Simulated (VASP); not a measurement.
# BN in VASP: further runs, part 2 of 2

VASP 6.6.1. Earlier steps stand in the parts before.

## Step 4: Single point, PBE

This run uses another cell than the first one, of 5.95 Å³/atom, 1.041 times its volume.

INCAR

```
SYSTEM = BN
PREC     = Accurate       ! precision mode
ENCUT    = 520            ! plane-wave cutoff, eV
EDIFF    = 1E-6           ! SCF threshold, eV
ISMEAR   = 0              ! smearing method
SIGMA    = 0.05           ! smearing width, eV
LREAL    = .FALSE.        ! projectors in reciprocal space
LASPH    = .TRUE.         ! aspherical terms in the spheres
NELM     = 60             ! most SCF steps
ALGO     = Normal         ! electronic algorithm
ISIF     = 2              ! what is computed and relaxed
LWAVE    = .FALSE.        ! write WAVECAR
LCHARG   = .FALSE.        ! write CHGCAR
GGA      = PE             ! functional
NBANDS   = 11             ! bands
```

KPOINTS

```
Automatic mesh
0
G
  12 12 12
  0 0 0
```

POSCAR

```
BN
1.0
    0.0000000000      1.8123485119      1.8123485119
    1.8123485119      0.0000000000      1.8123485119
    1.8123485119      1.8123485119      0.0000000000
B N
1 1
Direct
    0.0000000000      0.0000000000      0.0000000000
    0.7500000000      0.7500000000      0.7500000000
```

Potentials or basis: VASP PAW PBE potentials, release 64 (B, N).

Run with:

```console
> cat potpaw_PBE.64/B/POTCAR potpaw_PBE.64/N/POTCAR > POTCAR
> mpirun -np 1 vasp_std > vasp.out
```

OUTCAR:

```text
SYSTEM = BN
   PREC = Accurate
   ENCUT = 520
   EDIFF = 1E-6
   ISMEAR = 0
   LREAL = .FALSE.
   LASPH = .TRUE.
   NELM = 60
   ISIF = 2
   GGA = PE

 ion  position               nearest neighbor table
   1  0.000  0.000  0.000-   2 1.57   2 1.57   2 1.57   2 1.57
   2  0.750  0.750  0.750-   1 1.57   1 1.57   1 1.57   1 1.57

  LATTYP: Found a face centered cubic cell.
 ALAT       =     3.6246970238

  Lattice vectors:

 A1 = (   0.0000000000,   1.8123485119,   1.8123485119)
 A2 = (   1.8123485119,   0.0000000000,   1.8123485119)
 A3 = (   1.8123485119,   1.8123485119,   0.0000000000)

Analysis of symmetry for initial positions (statically):
=====================================================================
 Subroutine PRICEL returns:
 Original cell was already a primitive cell.

 Routine SETGRP: Setting up the symmetry group for a
 face centered cubic supercell.

 Subroutine GETGRP returns: Found 24 space group operations
 (whereof 24 operations were pure point group operations)
 out of a pool of 48 trial point group operations.

The static configuration has the point symmetry T_d .

Analysis of symmetry for dynamics (positions and initial velocities):
=====================================================================
 Subroutine PRICEL returns:
 Original cell was already a primitive cell.

 Routine SETGRP: Setting up the symmetry group for a
 face centered cubic supercell.

 Subroutine GETGRP returns: Found 24 space group operations
 (whereof 24 operations were pure point group operations)
 out of a pool of 48 trial point group operations.

The dynamic configuration has the point symmetry T_d .

 Subroutine INISYM returns: Found 24 space group operations
 (whereof 24 operations are pure point group operations),
 and found     1 'primitive' translations

----------------------------------------------------------------------------------------

                                     Primitive cell

  volume of cell :      11.9057

  direct lattice vectors                    reciprocal lattice vectors
[... 112 lines left out ...]
   GGA     = PE    functional components
   LHFCALC =     F    Hartree Fock is set to
   AEXX    =    0.0000 exact exchange contribution
   IVDW    =     0    specifies the selected vdW correction
   LEPSILON=     F    determine dielectric tensor
   LRPA    =     F    only Hartree local field effects (RPA)
 non-spin polarized calculation
 Gauss-broadening in eV      SIGMA  =   0.05
  energy-cutoff  :      520.00
  volume of cell :       11.91
 maximum number of plane-waves:       332
   NGX =  9   NGY =  9   NGZ =  9

 number of electron       7.9999999 magnetization

 Free energy of the ion-electron system (eV)
  ---------------------------------------------------
  ext. energy  EPLUGINS =         0.00000000
  ---------------------------------------------------
  free energy    TOTEN  =       -17.45101270 eV

  energy without entropy =      -17.45101270  energy(sigma->0) =      -17.45101270

 E-fermi :   7.5931     XC(G=0): -12.7824

 val. band max:        7.3042551703   @ k =   0.0000   0.0000   0.0000
 cond. band min:      11.7550427270   @ k =   0.5000   0.5000   0.0000
 fundamental gap:      4.4507875567
 Fermi energy:         7.5930863486

 k-point     1 :       0.0000    0.0000    0.0000
  band No.  band energies     occupation
      1     -12.8353      2.00000
      2       7.3043      2.00000
      3       7.3043      2.00000
      4       7.3043      2.00000
      5      16.0859      0.00000
      6      16.0859      0.00000
      7      16.0859      0.00000
      8      17.5232      0.00000
      9      31.9058      0.00000
     10      34.9749      0.00000
     11      34.9749      0.00000
[... 309 lines left out ...]
 k-point    24 :      -0.4167    0.1667    0.0000
  band No.  band energies     occupation
      1      -8.2957      2.00000
      2      -2.6239      2.00000
      3       3.2082      2.00000
      4       4.7580      2.00000
      5      16.5767      0.00000
      6      19.4107      0.00000
      7      19.4868      0.00000
      8      22.8904      0.00000
      9      28.2593      0.00000
     10      32.5560      0.00000
     11      33.8239      0.00000

 [... further k-points ...]
[... 5 lines left out ...]
  --------------------------------------------------------------------------------------
  -------------------------------------------------------------------------------------
  Total        0.0179300      0.0179300      0.0179300      0.0000000      0.0000000      0.0000000
  in kB        2.4128789      2.4128789      2.4128789      0.0000000      0.0000000      0.0000000
  external PRESSURE =       2.4128789 kB  Pullay stress =       0.0000000 kB

 VOLUME and BASIS-vectors are now :
 -----------------------------------------------------------------------------
  energy-cutoff  :      520.00
  volume of cell :       11.91
      direct lattice vectors                 reciprocal lattice vectors
     0.000000000  1.812348512  1.812348512    -0.275885127  0.275885127  0.275885127
     1.812348512  0.000000000  1.812348512     0.275885127 -0.275885127  0.275885127
     1.812348512  1.812348512  0.000000000     0.275885127  0.275885127 -0.275885127

 POSITION                                       TOTAL-FORCE (eV/Angst)
 -----------------------------------------------------------------------------------
      0.00000      0.00000      0.00000        -0.000000     -0.000000     -0.000000
      2.71852      2.71852      2.71852         0.000000      0.000000      0.000000
 -----------------------------------------------------------------------------------
    total drift:                               -0.000000     -0.000000     -0.000000

  FREE ENERGIE OF THE ION-ELECTRON SYSTEM (eV)
  ---------------------------------------------------
  free  energy   TOTEN  =       -17.4510127003 eV

  energy  without entropy=      -17.4510127003  energy(sigma->0) =      -17.45101270
```

It took 8.4 s on 1 thread of Intel Xeon 6975P-C, shared host; peak memory 0.12 GiB.

What came out:

```
Free energy            : -17.4510 eV
Pressure               : 0.2 GPa
Band gap on the k mesh : 4.45 eV, indirect (least direct gap 8.78 eV)
```

Levels at points of the mesh, in eV from the valence-band top:
```
           k point  band 1  band 2  band 3  band 4  band 5  band 6  band 7  band 8  band 9
(0.00, 0.00, 0.00)  -20.14    0.00    0.00    0.00    8.78    8.78    8.78   10.22   24.60
(0.50, 0.00, 0.00)  -15.96  -10.62   -1.93   -1.93   10.04   10.66   10.66   15.17   23.34
(0.50, 0.50, 0.00)  -14.61   -8.86   -4.86   -4.86    4.45    9.19   17.79   17.79   20.65
```

## Step 5: Single point, PBE

This run uses another cell than the first one, of 5.95 Å³/atom, 1.041 times its volume.

INCAR

```
  ALGO = Normal
  EDIFF = 1E-7
  ENCUT = 520
  GGA = PE
  ISIF = 2
  ISMEAR = 0
  LASPH = T
  LCHARG = F
  LREAL = F
  LWAVE = F
  NBANDS = 11
  NELM = 80
  PREC = Accurate
  SIGMA = 0.05
```

KPOINTS

```
k-points
0
Gamma
  12 12 12
```

POSCAR is that of step 4.

Run with:

```console
> cat potpaw_PBE.64/B/POTCAR potpaw_PBE.64/N/POTCAR > POTCAR
> mpirun -np 1 vasp_std > vasp.out
```

Wall time 9.4 s (1 thread of Intel Xeon 6975P-C, shared host); peak memory 0.12 GiB.

The run converged. Its results:

| Item | Value |
| --- | --- |
| Free energy | -17.4510 eV |
| Pressure | 0.2 GPa |
| Band gap on the k mesh | 4.45 eV, indirect (least direct gap 8.78 eV) |

Levels at points of the mesh, in eV from the valence-band top:
| k point | band 1 | band 2 | band 3 | band 4 | band 5 | band 6 | band 7 | band 8 | band 9 |
| --- | --- | --- | --- | --- | --- | --- | --- | --- | --- |
| (0.00, 0.00, 0.00) | -20.14 | 0.00 | 0.00 | 0.00 | 8.78 | 8.78 | 8.78 | 10.22 | 24.60 |
| (0.50, 0.00, 0.00) | -15.96 | -10.62 | -1.93 | -1.93 | 10.04 | 10.66 | 10.66 | 15.17 | 23.34 |
| (0.50, 0.50, 0.00) | -14.60 | -8.86 | -4.86 | -4.86 | 4.45 | 9.19 | 17.79 | 17.79 | 20.65 |

A k mesh can miss the band edges. Expect the measured gap to be larger: semilocal functionals such as PBE lack the derivative discontinuity.

## Step 6: Summary

```tsv
cell	smearing	gap on the mesh (eV)	pressure (GPa)	largest force (eV/Å)
a = 2.479, b = 2.479, c = 2.582 Å, angles 61.3, 61.3, 60.0°, 2 atoms	gaussian 0.02 eV	3.31	17.3	3.27
a = 2.695, b = 2.644, c = 2.644 Å, angles 60.0, 60.6, 60.6°, 2 atoms	gaussian 0.02 eV	3.45	-34.1	2.69
a = 2.563 Å, angles 60.0°, 2 atoms	gaussian 0.05 eV	4.45	0.2	-
```

Alike in all rows: task single point; level PBE; potentials or basis VASP PAW PBE potentials, release 64 (B, N); no spin polarisation; k mesh 12 × 12 × 12; cutoff (eV) 520.

Caveats: forces of over 1 eV/Å act on the atoms, so gaps and moduli don't describe the material at rest (some runs).

Total energies depend on the potentials used, so only differences within one code and one set of settings carry meaning.
